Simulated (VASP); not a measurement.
# AlFe: single point with PBE

The system is AlFe.

```
Al Fe
1.0
     2.60818    0.00000    0.00000
     0.00000    2.60818    0.00000
     0.00000    0.00000    2.60818
Al Fe
1 1
Direct
  0.00000 0.00000 0.00000
  0.50000 0.50000 0.50000
```

This cell differs from its parent crystal: volume scaled by 0.72.

```
Program             : VASP 6.6.1
Task                : single point
Functional          : PBE
Potentials or basis : VASP PAW PBE potentials, release 64 (Al, Fe)
Cutoff              : 520 eV
k mesh              : 11 × 11 × 11
Occupations         : fermi-dirac, width 0.1 eV
Spin                : collinear spin, ferromagnetic start
Starting moments    : [0.0, 3.0] μB
```

```yaml
Pressure: 94.4 GPa
Net_moment: 0.00 μB per cell
Valence_electrons_inside_the_program's_atomic_spheres: Al 1.06; Fe 8.19
```

Levels at points of the mesh, in eV from the Fermi level:
Spin up:
| k point | band 3 | band 4 | band 5 | band 6 | band 7 | band 8 | band 9 | band 10 |
| --- | --- | --- | --- | --- | --- | --- | --- | --- |
| (0.00, 0.00, 0.00) | -3.43 | 0.25 | 0.25 | 0.25 | 8.56 | 8.56 | 8.56 | 11.18 |
Spin down:
```
           k point  band 2  band 3  band 4  band 5  band 6  band 7  band 8  band 9  band 10  band 11
(0.00, 0.00, 0.00)   -3.43   -3.43    0.25    0.25    0.25    8.56    8.56    8.56    11.18    11.18
```

Run time: 17 s on 1 thread of Intel(R) Xeon(R) 6975P-C (Granite Rapids), on a shared host, peak memory 0.15 GiB.

Caveat: the starting moments collapsed, and a magnetic state may lie lower.
